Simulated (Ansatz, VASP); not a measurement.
**Two plane-wave programs on CdS**

INCAR

```
ALGO = Normal
EDIFF = 1E-6
EDIFFG = -0.005
ENCUT = 600
GGA = PE
IBRION = 2
ISIF = 3
ISMEAR = 0
LASPH = T
LCHARG = F
LREAL = F
LWAVE = F
NELM = 60
NSW = 100
PREC = Accurate
SIGMA = 0.02
```

File KPOINTS:

```
k-points
0
Gamma
  6 6 4
```

Contents of POSCAR:

```
CdS
1.0
    4.1688381000      0.0000000000      0.0000000000
   -2.0844190500      3.6103197000      0.0000000000
    0.0000000000      0.0000000000      6.7796174100
Cd S
2 2
Direct
    0.6666666700      0.3333333300      0.5002243700
    0.3333333300      0.6666666700      0.0002243700
    0.6666666700      0.3333333300      0.8767756300
    0.3333333300      0.6666666700      0.3767756300
```

Input for Ansatz:

```yaml
crystal:
  lattice:
    - [4.1688381, 0.0, 0.0]
    - [-2.08441905, 3.6103197, 0.0]
    - [0.0, 0.0, 6.77961741]
  atoms:
    - { symbol: Cd, position: [0.66666667, 0.33333333, 0.50022437] }
    - { symbol: Cd, position: [0.33333333, 0.66666667, 0.00022437] }
    - { symbol: S, position: [0.66666667, 0.33333333, 0.87677563] }
    - { symbol: S, position: [0.33333333, 0.66666667, 0.37677563] }
basis:
  ecutwfc: 420
kpoints:
  mp_grid: { grid: [6, 6, 4] }
hamiltonian:
  xc: pbe
scf:
  occupations: { method: gaussian, width: 0.02 }
output:
  forces: true
  stress: true
  eigenvalues: true
relax:
  adjacent_minimum: "off"
  f_tol: 0.005
  max_steps: 80
  cell: { stress_tol: 0.05 }
```

Alike in both runs: task relaxation of cell and atoms; functional PBE; k mesh 6 × 6 × 4; occupations gaussian, width 0.02 eV; no spin polarisation.

|  | VASP | Ansatz |
| --- | --- | --- |
| version | VASP 6.6.1 | Ansatz 0.2.0 |
| potentials or method | VASP PAW PBE potentials, release 64 (Cd, S), cutoff 600 eV | scalar-relativistic, plane waves, PAW |
| valence electrons in the cell | 36 | 52 |

|  | VASP | Ansatz | Ansatz less VASP |
| --- | --- | --- | --- |
| gap on the k mesh at the Fermi level, each at its own relaxed structure (eV) | 1.10 | 1.11 | +0.008 |
| relaxed volume (Å³/atom) | 26.16 | 26.05 | -0.110 |
| relaxed length of the cell vector where the two differ most in proportion (Å) | 4.204 | 4.197 | -0.0065 |

VASP's potentials hold 36 valence electrons a cell and Ansatz's 52, so a difference there can come from the potentials and not from the codes.
